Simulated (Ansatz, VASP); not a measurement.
MgI2 in VASP and in Ansatz

INCAR

```
SYSTEM = MgI2
ALGO = Normal
EDIFF = 1E-7
ENCUT = 520
GGA = PS
ISIF = 2
ISMEAR = 0
LASPH = .TRUE.
LCHARG = .TRUE.
LELF = .TRUE.
LREAL = .FALSE.
LVHAR = .TRUE.
LWAVE = .FALSE.
NBANDS = 15
NELM = 100
PREC = Accurate
SIGMA = 0.01
```

The input KPOINTS:

```
k-points
0
G
  4 4 4
  0 0 0
```

Contents of POSCAR:

```
MgI2
1.0
    0.0000000000      3.7557205885      3.7557205885
    3.7557205885      0.0000000000      3.7557205885
    3.7557205885      3.7557205885      0.0000000000
Mg I
1 2
Direct
    0.0000000000      0.0000000000      0.0000000000
    0.2500000000      0.2500000000      0.2500000000
    0.7500000000      0.7500000000      0.7500000000
```

Input for Ansatz:

```yaml
crystal:
  lattice:
    - [0.0, 3.7557205885, 3.7557205885]
    - [3.7557205885, 0.0, 3.7557205885]
    - [3.7557205885, 3.7557205885, 0.0]
  atoms:
    - { symbol: Mg, position: [0.0, 0.0, 0.0] }
    - { symbol: I, position: [0.25, 0.25, 0.25] }
    - { symbol: I, position: [0.75, 0.75, 0.75] }
kpoints:
  mp_grid: { grid: [4, 4, 4] }
hamiltonian:
  xc: pbesol
scf:
  occupations: { method: fixed }
  n_extra_bands: 4
output:
  forces: true
  stress: true
  eigenvalues: true
```

Alike in both runs: task single point; functional PBEsol; k mesh 4 × 4 × 4; no spin polarisation.

|  | VASP | Ansatz |
| --- | --- | --- |
| version | VASP 6.6.1 | Ansatz 0.2.0 |
| potentials or method | VASP PAW PBE potentials, release 64 (Mg, I) | plane waves, PAW |
| plane-wave cutoff (eV) | 520 | 420 |
| occupations | gaussian, width 0.01 eV | fixed |
| valence electrons in the cell | 16 | 44 |

```tsv
	VASP	Ansatz	Ansatz less VASP
gap on the k mesh at the Fermi level (eV)	0.55	0.57	+0.020
pressure (GPa)	-1.2	-1.1	+0.03
```

VASP's potentials were made for PBE, not for PBEsol. VASP's potentials hold 16 valence electrons a cell and Ansatz's 44, so a difference there can come from the potentials and not from the codes.

Spin-orbit coupling is off throughout.
